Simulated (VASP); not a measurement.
C, 2 atoms in the cell. Symmetry: Fd-3m, No. 227, cubic system. Conventional cell: a = 3.557 Å, b = 3.557 Å, c = 3.557 Å, α = 90.00°, β = 90.00°, γ = 90.00°. C (site symmetry -43m) has 4 C at 1.54 Å within 2.1 Å. 

* Program: VASP 6.6.1
* Task: single point
* Functional: PBE
* Dispersion: D3(BJ)
* Potentials or basis: VASP PAW PBE potentials, release 64 (C)
* Cutoff: 520 eV
* k mesh: 12 × 12 × 12
* Occupations: gaussian, width 0.02 eV
* Spin: no spin polarisation
* Dipole correction: no
* Further INCAR settings: ALGO = Normal; EDIFF = 1e-06; NBANDS = 11

Potentials or basis: VASP PAW PBE potentials, release 64 (C).

Run with:

```bash
$ cat potpaw_PBE.64/C/POTCAR > POTCAR
$ mpirun -np 1 vasp_std > vasp.out
```

Hardware: 1 thread of Intel(R) Xeon(R) 6975P-C (Granite Rapids), with other jobs on the host.

Problem. Estimate the wall time of this run.

Solution. It took 4.1 s on 1 thread of Intel(R) Xeon(R) 6975P-C (Granite Rapids), on a shared host, peak memory 0.13 GiB. Counts: scf iterations 11, k points 72.
